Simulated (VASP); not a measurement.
# SiNi3 (Pm-3m) in VASP: further runs, part 2 of 2

VASP 6.6.1.

### Step 4. Single point, PBE, collinear spin, ferromagnetic start (volume scaled by 0.94)

The input, INCAR:

```
SYSTEM = SiNi3
ALGO = Normal ; EDIFF = 1E-6
ENCUT = 520 ; GGA = PE
ISIF = 2 ; ISMEAR = -1
ISPIN = 2 ; LASPH = .TRUE.
LCHARG = .FALSE. ; LMAXMIX = 4
LORBIT = 11 ; LREAL = .FALSE.
LWAVE = .FALSE. ; MAGMOM = 0 1.5 1.5 1.5
NBANDS = 29 ; NELM = 150
PREC = Accurate ; SIGMA = 0.05
```

The input, KPOINTS:

```
k-points
0
G
  7 7 7
  0 0 0
```

The input, POSCAR:

```
SiNi3
1.0
    3.4696939971      0.0000000000      0.0000000000
    0.0000000000      3.4696939971      0.0000000000
    0.0000000000      0.0000000000      3.4696939971
Si Ni
1 3
Direct
    0.0000000000      0.0000000000      0.0000000000
    0.0000000000      0.5000000000      0.5000000000
    0.5000000000      0.0000000000      0.5000000000
    0.5000000000      0.5000000000      0.0000000000
```

Potentials or basis: VASP PAW PBE potentials, release 64 (Si, Ni).

The run is started by

```bash
$ cat potpaw_PBE.64/Si/POTCAR potpaw_PBE.64/Ni/POTCAR > POTCAR
$ mpirun -np 1 vasp_std > vasp.out
```

OUTCAR:

```text
SYSTEM = SiNi3
   EDIFF = 1E-6
   ENCUT = 520
   GGA = PE
   ISIF = 2
   ISMEAR = -1
   ISPIN = 2
   LASPH = .TRUE.
   LORBIT = 11
   LREAL = .FALSE.
   NELM = 150
   PREC = Accurate

 ion  position               nearest neighbor table
   1  0.000  0.000  0.000-   2 2.45   3 2.45   4 2.45   2 2.45   3 2.45   2 2.45   4 2.45   2 2.45
                             3 2.45   4 2.45   3 2.45   4 2.45
   2  0.000  0.500  0.500-   1 2.45   3 2.45   4 2.45   1 2.45   4 2.45   1 2.45   3 2.45   1 2.45
                             3 2.45   4 2.45   4 2.45   3 2.45
   3  0.500  0.000  0.500-   1 2.45   2 2.45   4 2.45   1 2.45   4 2.45   2 2.45   4 2.45   4 2.45
                             1 2.45   2 2.45   1 2.45   2 2.45
   4  0.500  0.500  0.000-   1 2.45   2 2.45   3 2.45   2 2.45   3 2.45   1 2.45   3 2.45   3 2.45
                             1 2.45   2 2.45   2 2.45   1 2.45

  LATTYP: Found a simple cubic cell.
 ALAT       =     3.4696939971

  Lattice vectors:

 A1 = (   3.4696939971,   0.0000000000,   0.0000000000)
 A2 = (   0.0000000000,   3.4696939971,   0.0000000000)
 A3 = (   0.0000000000,   0.0000000000,   3.4696939971)

[... 1485 lines left out ...]
  --------------------------------------------------------------------------------------
  -------------------------------------------------------------------------------------
  Total        1.8844767      1.8844767      1.8844767     -0.0000000     -0.0000000      0.0000000
  in kB       72.2816140     72.2816140     72.2816140     -0.0000000     -0.0000000      0.0000000
  external PRESSURE =      72.2816140 kB  Pullay stress =       0.0000000 kB

 VOLUME and BASIS-vectors are now :
 -----------------------------------------------------------------------------
  energy-cutoff  :      520.00
  volume of cell :       41.77
      direct lattice vectors                 reciprocal lattice vectors
     3.469693997  0.000000000  0.000000000     0.288209854  0.000000000  0.000000000
     0.000000000  3.469693997  0.000000000     0.000000000  0.288209854  0.000000000
     0.000000000  0.000000000  3.469693997     0.000000000  0.000000000  0.288209854

 POSITION                                       TOTAL-FORCE (eV/Angst)
 -----------------------------------------------------------------------------------
      0.00000      0.00000      0.00000         0.000000      0.000000      0.000000
      0.00000      1.73485      1.73485         0.000000      0.000000      0.000000
      1.73485      0.00000      1.73485         0.000000      0.000000      0.000000
      1.73485      1.73485      0.00000         0.000000      0.000000      0.000000
 -----------------------------------------------------------------------------------
    total drift:                                0.000000      0.000000      0.000000

  FREE ENERGIE OF THE ION-ELECTRON SYSTEM (eV)
  ---------------------------------------------------
  free  energy   TOTEN  =       -23.6635521093 eV

  energy  without entropy=      -23.6505903124  energy(sigma->0) =      -23.65707121

 total charge

# of ion       s       p       d       tot
------------------------------------------
    1        0.730   0.840   0.000   1.570
    2        0.499   0.603   8.429   9.531
    3        0.499   0.603   8.429   9.531
    4        0.499   0.603   8.429   9.531
--------------------------------------------------
tot          2.228   2.650  25.286  30.165

 magnetization (x)

# of ion       s       p       d       tot
------------------------------------------
    1       -0.000  -0.000   0.000  -0.000
    2       -0.000  -0.000   0.000   0.000
    3       -0.000  -0.000   0.000   0.000
    4       -0.000  -0.000   0.000   0.000
--------------------------------------------------
tot         -0.000  -0.000   0.001   0.001
```

OSZICAR:

```text
N       E                     dE             d eps       ncg     rms          rms(c)
DAV:   1     0.208218326632E+03    0.20822E+03   -0.14644E+04  2352   0.155E+03
DAV:   2    -0.127082130842E+02   -0.22093E+03   -0.20507E+03  2335   0.305E+02
DAV:   3    -0.266090878888E+02   -0.13901E+02   -0.13103E+02  2606   0.920E+01
DAV:   4    -0.268552265597E+02   -0.24614E+00   -0.24567E+00  2583   0.119E+01
DAV:   5    -0.268623118082E+02   -0.70852E-02   -0.70847E-02  2865   0.178E+00    0.222E+01
DAV:   6    -0.272126595226E+02   -0.35035E+00   -0.25020E+01  2794   0.919E+01    0.185E+01
DAV:   7    -0.237285394969E+02    0.34841E+01   -0.92347E+00  2855   0.515E+01    0.433E+00
DAV:   8    -0.236785213250E+02    0.50018E-01   -0.25431E-01  2932   0.447E+00    0.173E+00
DAV:   9    -0.236663894193E+02    0.12132E-01   -0.17371E-02  3303   0.153E+00    0.768E-01
DAV:  10    -0.236640203666E+02    0.23691E-02   -0.14493E-03  3055   0.470E-01    0.352E-01
DAV:  11    -0.236635240633E+02    0.49630E-03   -0.46979E-04  2982   0.363E-01    0.983E-02
DAV:  12    -0.236635485631E+02   -0.24500E-04   -0.14780E-04  3143   0.128E-01    0.473E-02
DAV:  13    -0.236635522060E+02   -0.36429E-05   -0.12596E-05  2594   0.382E-02    0.128E-02
DAV:  14    -0.236635521093E+02    0.96755E-07   -0.88645E-07  1986   0.145E-02
   1 F= -.23663552E+02 E0= -.23657071E+02  d E =-.129618E-01  mag=     0.0002
```

It took 34 s on 1 thread of Intel Xeon Platinum 8488C (Sapphire Rapids), shared host; peak memory 0.18 GiB.

Results:

| Quantity | Value |
| --- | --- |
| Free energy | -23.6636 eV |
| Pressure | 7.2 GPa |
| Band gap on the k mesh | zero (filled and empty bands overlap) |
| Net moment | 0.00 μB per cell |
| Valence electrons inside the program's atomic spheres | Si 1.57; Ni 9.53 |

Caveat: the starting moments collapsed, and a magnetic state may lie lower.

### Step 5. Single point, PBE, collinear spin, ferromagnetic start

The input, INCAR:

```
SYSTEM = SiNi3
  ALGO = Normal
  EDIFF = 1E-6
  ENCUT = 520
  GGA = PE
  ISIF = 2
  ISMEAR = -1
  ISPIN = 2
  LASPH = .TRUE.
  LCHARG = .FALSE.
  LMAXMIX = 4
  LORBIT = 11
  LREAL = .FALSE.
  LWAVE = .FALSE.
  MAGMOM = 0 1.5 1.5 1.5
  NBANDS = 29
  NELM = 150
  PREC = Accurate
  SIGMA = 0.05
```

The input, KPOINTS:

```
k-points
0
G
  9 9 9
  0 0 0
```

The input, POSCAR:

```
SiNi3
1.0
    3.3942418267      0.0000000000      0.0000000000
    0.0000000000      3.3942418267      0.0000000000
    0.0000000000      0.0000000000      3.3942418267
Si Ni
1 3
Direct
    0.0000000000      0.0000000000      0.0000000000
    0.0000000000      0.5000000000      0.5000000000
    0.5000000000      0.0000000000      0.5000000000
    0.5000000000      0.5000000000      0.0000000000
```

The run is started by

```bash
$ cat potpaw_PBE.64/Si/POTCAR potpaw_PBE.64/Ni/POTCAR > POTCAR
$ mpirun -np 1 vasp_std > vasp.out
```

Run time: 54 s. Hardware: 1 thread of Intel Xeon Platinum 8488C (Sapphire Rapids), shared host; peak memory 0.2 GiB.

The run converged. Its results:

```
Free energy                                           : -23.3926 eV
Pressure                                              : 26.1 GPa
Band gap on the k mesh                                : zero (filled and empty bands overlap)
Net moment                                            : 0.00 μB per cell
Valence electrons inside the program's atomic spheres : Si 1.62; Ni 9.69
```

Levels at points of the mesh, in eV from the Fermi level:
Spin up:
```
           k point  band 13  band 14  band 15  band 16  band 17  band 18  band 19  band 20  band 21  band 22
(0.00, 0.00, 0.00)    -1.01    -0.72    -0.72    -0.34     0.04     0.04     0.04     5.77     6.79     6.79
```
Spin down:
| k point | band 14 | band 15 | band 16 | band 17 | band 18 | band 19 | band 20 | band 21 |
| --- | --- | --- | --- | --- | --- | --- | --- | --- |
| (0.00, 0.00, 0.00) | -0.72 | -0.72 | -0.34 | 0.04 | 0.04 | 0.04 | 5.77 | 6.79 |

Caveat: the starting moments collapsed, and a magnetic state may lie lower.
